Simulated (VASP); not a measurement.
Set up this calculation in VASP 6.6.1, as the native input.

```yaml
Task: single point
Functional: PBE
Potentials_or_basis: VASP PAW PBE potentials, release 64 (W_sv, C)
Cutoff: 520 eV
k_mesh: 5 × 5 × 1
Occupations: gaussian, width 0.1 eV
Spin: no spin polarisation
Dipole_correction: yes
Further_INCAR_settings: ALGO = Normal; EDIFF = 1e-06; NBANDS = 98
```

The structure of W12C lies in POSCAR:

```
W12C
1.0
    5.5143287196      0.0000000000      0.0000000000
   -1.8381095732      5.1989589751      0.0000000000
    0.0000000000      0.0000000000     19.8562160745
W C
12 1
Direct
    0.2500000000      0.2500000000      0.2014482510
    0.2500000000      0.7500000000      0.2014482510
    0.7500000000      0.2500000000      0.2014482510
    0.7500000000      0.7500000000      0.2014482510
    0.0000000000      0.0000000000      0.3111437104
    0.0000000000      0.5000000000      0.3111437104
    0.5000000000      0.0000000000      0.3111437104
    0.5000000000      0.5000000000      0.3111437104
    0.2500000000      0.2500000000      0.4208362783
    0.2500000000      0.7500000000      0.4208362783
    0.7500000000      0.2500000000      0.4208362783
    0.7500000000      0.7500000000      0.4208362783
    0.4166666667      0.4166666667      0.4956250708
```

One way to write it, as run:

INCAR

```
PREC = Accurate ; ENCUT = 520
EDIFF = 1E-6 ; ISMEAR = 0
SIGMA = 0.1 ; LREAL = False
LASPH = True ; NELM = 60
ALGO = Normal ; ISIF = 2
LWAVE = False ; LCHARG = False
LDIPOL = True ; IDIPOL = 3
DIPOL = 0.5 0.5 0.325 ; GGA = PE
NBANDS = 98
```

KPOINTS

```
Automatic mesh
0
Gamma
  5 5 1
```

Potentials or basis: VASP PAW PBE potentials, release 64 (W_sv, C).

Launch:

```sh
$ cat potpaw_PBE.64/W_sv/POTCAR potpaw_PBE.64/C/POTCAR > POTCAR
$ mpirun -np 1 vasp_std > vasp.out
```

It gave:

```json
{
 "Largest force": "3.475 eV/Å",
 "Band gap on the k mesh": "zero (band 86 reaches 1.43 eV, above the bottom of band 87 at 0.11 eV)"
}
```

Caveat: spin-orbit coupling is left out, which moves the levels of the heavy elements.

Wall time 29 min on 1 thread of Intel(R) Xeon(R) Platinum 8488C (Sapphire Rapids), with other jobs on the host, peak memory 0.77 GiB.
